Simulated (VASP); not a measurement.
P: single point with r2SCAN

P, a slab with vacuum:

```
P
1.0
     3.34300    0.00000    0.00000
    -1.67150    2.89512    0.00000
     0.00000    0.00000   28.00000
P
2
Direct
  0.33333 0.66667 0.50468
  0.66667 0.33333 0.49532
```

| Item | Value |
| --- | --- |
| Program | VASP 6.6.1 |
| Task | single point |
| Functional | r2SCAN |
| Potentials or basis | VASP PAW PBE potentials, release 64 (P) |
| Cutoff | 520 eV |
| k mesh | 9 × 9 × 1 |
| Occupations | gaussian, width 0.02 eV |
| Spin | no spin polarisation |
| Dipole correction | yes |
| Further INCAR settings | ALGO = Normal; EDIFF = 1e-06; NBANDS = 12 |

* Largest force: 1.878 eV/Å
* Band gap on the k mesh: zero (bands 5 and 6 overlap by 2.05 eV)

Forces in eV/Å, atoms in the order of the input:
```
P    0.000  0.000  1.878
P    0.000  0.000 -1.878
```

Levels at points of the mesh, in eV from the Fermi level:
```tsv
k point	band 2	band 3	band 4	band 5	band 6	band 7	band 8	band 9
(0.00, 0.00, 0.00)	-7.25	-5.84	-5.84	0.51	0.53	0.53	1.66	3.80
```

It took 3.4 min on 1 thread of AMD EPYC 9R45 96-Core Processor (Zen 5) (shared host), peak memory 0.38 GiB.

Caveat: the PAW data sets were made with another functional, which shifts forces and pressure a little.
